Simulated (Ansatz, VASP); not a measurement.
## Two plane-wave programs on WS2

File INCAR:

```
SYSTEM = WS2
PREC     = Accurate       ! precision mode
ENCUT    = 400            ! plane-wave cutoff, eV
EDIFF    = 1E-6           ! SCF threshold, eV
ISMEAR   = 0              ! smearing method
SIGMA    = 0.05           ! smearing width, eV
LREAL    = .FALSE.        ! projectors in reciprocal space
LASPH    = .TRUE.         ! aspherical terms in the spheres
NELM     = 200            ! most SCF steps
ALGO     = Normal         ! electronic algorithm
ISIF     = 2              ! what is computed and relaxed
LWAVE    = .FALSE.        ! write WAVECAR
LCHARG   = .FALSE.        ! write CHGCAR
ISPIN    = 2              ! spin polarisation
MAGMOM   = 1 3 1 2 2 3 1 1 1 ! initial moments
LORBIT   = 11             ! projections on sites
LMAXMIX  = 4              ! l up to which the mixer works
LDIPOL   = .TRUE.       
IDIPOL   = 3            
DIPOL    = 0.5 0.5 0.500
GGA      = PE             ! functional
IVDW     = 12             ! dispersion correction
NBANDS   = 53             ! bands
GGA_COMPAT= .FALSE.      
NELMDL   = -8
```

Contents of KPOINTS:

```
regular mesh
0
G
  9 9 1
  0 0 0
```

File POSCAR:

```
WS2
1.0
    3.1542063670      0.0000000000      0.0000000000
   -1.5771031835      2.7316228426      0.0000000000
    0.0000000000      0.0000000000     32.2893024006
S W
6 3
Direct
    0.6666666667      0.3333333333      0.2632450802
    0.6666666667      0.3333333333      0.3607819565
    0.3333333333      0.6666666667      0.4512315618
    0.3333333333      0.6666666667      0.5487632511
    0.6666666667      0.3333333333      0.6397132801
    0.6666666667      0.3333333333      0.7374068514
    0.3333333333      0.6666666667      0.3120135184
    0.6666666667      0.3333333333      0.4999974516
    0.3333333333      0.6666666667      0.6885209584
```

Input for Ansatz:

```yaml
crystal:
  lattice:
    - [3.154206367, 0.0, 0.0]
    - [-1.5771031835, 2.7316228426, 0.0]
    - [0.0, 0.0, 32.2893024006]
  atoms:
    - { symbol: S, position: [0.6666666667, 0.3333333333, 0.2632450802], spin: 1.0 }
    - { symbol: W, position: [0.3333333333, 0.6666666667, 0.3120135184], spin: 1.0 }
    - { symbol: S, position: [0.6666666667, 0.3333333333, 0.3607819565], spin: 3.0 }
    - { symbol: S, position: [0.3333333333, 0.6666666667, 0.4512315618], spin: 1.0 }
    - { symbol: W, position: [0.6666666667, 0.3333333333, 0.4999974516], spin: 1.0 }
    - { symbol: S, position: [0.3333333333, 0.6666666667, 0.5487632511], spin: 2.0 }
    - { symbol: S, position: [0.6666666667, 0.3333333333, 0.6397132801], spin: 2.0 }
    - { symbol: W, position: [0.3333333333, 0.6666666667, 0.6885209584], spin: 1.0 }
    - { symbol: S, position: [0.6666666667, 0.3333333333, 0.7374068514], spin: 3.0 }
basis:
  ecutwfc: 420
kpoints:
  mp_grid: { grid: [9, 9, 1] }
hamiltonian:
  xc: pbe
  dispersion: d3bj
scf:
  occupations: { method: gaussian, width: 0.05 }
output:
  forces: true
  eigenvalues: true
efield:
  axis: 3
  dipole_correction: true
  ramp_width: 0.04
magnetization:
  spin_polarized: true
```

Alike in both runs: task single point; functional PBE; dispersion D3(BJ); k mesh 9 × 9 × 1; occupations gaussian, width 0.05 eV; collinear spin.

```csv
,VASP,Ansatz
version,VASP 6.6.1,Ansatz 0.2.0
potentials or method,"VASP PAW PBE potentials, release 64 (S, W_sv), cutoff 400 eV","scalar-relativistic, plane waves, PAW"
valence electrons in the cell,78,78
```

|  | VASP | Ansatz | Ansatz less VASP |
| --- | --- | --- | --- |
| gap on the k mesh at the Fermi level (eV) | 1.25 | 1.24 | -0.015 |
| rms of the force components (eV/Å) | 0.013 | 0.013 | -0.0005 |
| net moment per atom (μB) | 0.00 | 0.00 | 0.000 |

Ansatz's warnings: given moment on shells, seeded moment not kept.

Spin-orbit coupling is off throughout.
